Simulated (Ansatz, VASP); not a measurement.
## SiC: VASP beside Ansatz

Contents of POSCAR:

```
SiC
1.0
    3.0751950084      0.0000000000      0.0000000000
   -1.5375975042      2.6631969989      0.0000000000
    0.0000000000      0.0000000000     28.2474285646
C Si
6 6
Direct
    0.3333333333      0.6666666667      0.2655108936
    0.6666666667      0.3333333333      0.3548671131
    0.3333333333      0.6666666667      0.4442233326
    0.6666666667      0.3333333333      0.5335795521
    0.3333333333      0.6666666667      0.6229357716
    0.6666666667      0.3333333333      0.7122919910
    0.6666666667      0.3333333333      0.2877080090
    0.3333333333      0.6666666667      0.3770642284
    0.6666666667      0.3333333333      0.4664204479
    0.3333333333      0.6666666667      0.5557766674
    0.6666666667      0.3333333333      0.6451328869
    0.3333333333      0.6666666667      0.7344891064
```

INCAR.step1

```
PREC = Accurate
ENCUT = 520
ISMEAR = 0
SIGMA = 0.05
LREAL = F
LASPH = T
NELM = 100
NBANDS = 36
GGA = PE
ALGO = Normal
EDIFF = 1E-4
LWAVE = T
LCHARG = F
```

Contents of INCAR.step2:

```
PREC = Accurate
ENCUT = 520
EDIFF = 1E-6
ISMEAR = 0
SIGMA = 0.05
LREAL = F
LASPH = T
NELM = 100
ALGO = Normal
ISIF = 2
LWAVE = F
LCHARG = T
METAGGA = R2SCAN
LMIXTAU = T
LELF = T
LVHAR = T
NBANDS = 36
ISTART = 1
```

File KPOINTS:

```
Automatic mesh
0
Gamma
  9 9 1
```

Input for Ansatz:

```yaml
crystal:
  lattice:
    - [3.0751950084, 0.0, 0.0]
    - [-1.5375975042, 2.6631969989, 0.0]
    - [0.0, 0.0, 28.2474285646]
  atoms:
    - { symbol: C, position: [0.3333333333, 0.6666666667, 0.2655108936] }
    - { symbol: Si, position: [0.6666666667, 0.3333333333, 0.287708009] }
    - { symbol: C, position: [0.6666666667, 0.3333333333, 0.3548671131] }
    - { symbol: Si, position: [0.3333333333, 0.6666666667, 0.3770642284] }
    - { symbol: C, position: [0.3333333333, 0.6666666667, 0.4442233326] }
    - { symbol: Si, position: [0.6666666667, 0.3333333333, 0.4664204479] }
    - { symbol: C, position: [0.6666666667, 0.3333333333, 0.5335795521] }
    - { symbol: Si, position: [0.3333333333, 0.6666666667, 0.5557766674] }
    - { symbol: C, position: [0.3333333333, 0.6666666667, 0.6229357716] }
    - { symbol: Si, position: [0.6666666667, 0.3333333333, 0.6451328869] }
    - { symbol: C, position: [0.6666666667, 0.3333333333, 0.712291991] }
    - { symbol: Si, position: [0.3333333333, 0.6666666667, 0.7344891064] }
basis:
  ecutwfc: 500
kpoints:
  mp_grid: { grid: [9, 9, 1] }
hamiltonian:
  xc: r2scan
scf:
  occupations: { method: gaussian, width: 0.05 }
output:
  forces: true
  stress: true
  eigenvalues: true
```

Alike in both runs: task single point; functional r2SCAN; k mesh 9 × 9 × 1; occupations gaussian, width 0.05 eV; no spin polarisation.

|  | VASP | Ansatz |
| --- | --- | --- |
| version | VASP 6.6.1 | Ansatz 0.2.0 |
| potentials or method | VASP PAW PBE potentials, release 64 (C, Si), cutoff 520 eV | scalar-relativistic, plane waves, PAW |
| valence electrons in the cell | 48 | 48 |

|  | VASP | Ansatz | Ansatz less VASP |
| --- | --- | --- | --- |
| gap on the k mesh at the Fermi level (eV) | none | none | - |
| rms of the force components (eV/Å) | 0.687 | 0.687 | -0.0003 |

VASP's potentials were made for PBE, not for r2SCAN. A gap of «none» marks a metal or a gap that the smearing closes. The functional is the same, so the differences come from potentials, cutoffs and numerics.
